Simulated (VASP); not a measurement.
A run of VASP 6.6.1 is set up as follows.

File POSCAR:

```
InP
1.0
    5.8610000000      0.0000000000      0.0000000000
    0.0000000000     -5.8610000000      0.0000000000
    0.0000000000      0.0000000000     -5.8610000000
In P
4 4
Direct
    0.0000000000      0.5000000000      0.5000000000
    0.5000000000      0.0000000000      0.5000000000
    0.5000000000      0.5000000000      0.0000000000
    0.0000000000      0.0000000000      0.0000000000
    0.7500000000      0.7500000000      0.7500000000
    0.2500000000      0.2500000000      0.7500000000
    0.2500000000      0.7500000000      0.2500000000
    0.7500000000      0.2500000000      0.2500000000
```

The input INCAR.step1:

```
SYSTEM = InP
ALGO     = Normal         ! electronic algorithm
EDIFF    = 1E-4           ! SCF threshold, eV
ENCUT    = 520            ! plane-wave cutoff, eV
GGA      = PE             ! functional
ISMEAR   = 0              ! smearing method
LASPH    = .True.         ! aspherical terms in the spheres
LCHARG   = .False.        ! write CHGCAR
LREAL    = .False.        ! projectors in reciprocal space
LWAVE    = .True.         ! write WAVECAR
NBANDS   = 46             ! bands
NELM     = 100            ! most SCF steps
PREC     = Accurate       ! precision mode
SIGMA    = 0.05           ! smearing width, eV
```

INCAR.step2

```
SYSTEM = InP
ALGO     = Normal         ! electronic algorithm
EDIFF    = 1E-6           ! SCF threshold, eV
ENCUT    = 520            ! plane-wave cutoff, eV
ISIF     = 2              ! what is computed and relaxed
ISMEAR   = 0              ! smearing method
ISTART   = 1            
LASPH    = .True.         ! aspherical terms in the spheres
LCHARG   = .True.         ! write CHGCAR
LELF     = .True.         ! ELF
LMIXTAU  = .True.       
LREAL    = .False.        ! projectors in reciprocal space
LVHAR    = .True.       
LWAVE    = .False.        ! write WAVECAR
METAGGA  = R2SCAN         ! meta-GGA
NBANDS   = 46             ! bands
NELM     = 100            ! most SCF steps
PREC     = Accurate       ! precision mode
SIGMA    = 0.05           ! smearing width, eV
```

Contents of KPOINTS:

```
k-points
0
Gamma
  6 6 6
  0 0 0
```

Potentials or basis: VASP PAW PBE potentials, release 64 (In_d, P).

The run is started by

```sh
$ cat potpaw_PBE.64/In_d/POTCAR potpaw_PBE.64/P/POTCAR > POTCAR
$ cp INCAR.step1 INCAR
$ mpirun -np 1 vasp_std > vasp.out
$ cp INCAR.step2 INCAR
$ mpirun -np 1 vasp_std > vasp.out
```

Problem. Predict the band gap on the k mesh.

Solution. 1.17 eV.

Problem. Predict the pressure.

Solution. 1.5 GPa.

Caveat: the PAW data sets were made with another functional, which shifts forces and pressure a little; spin-orbit coupling is left out, which moves the levels of the heavy elements.
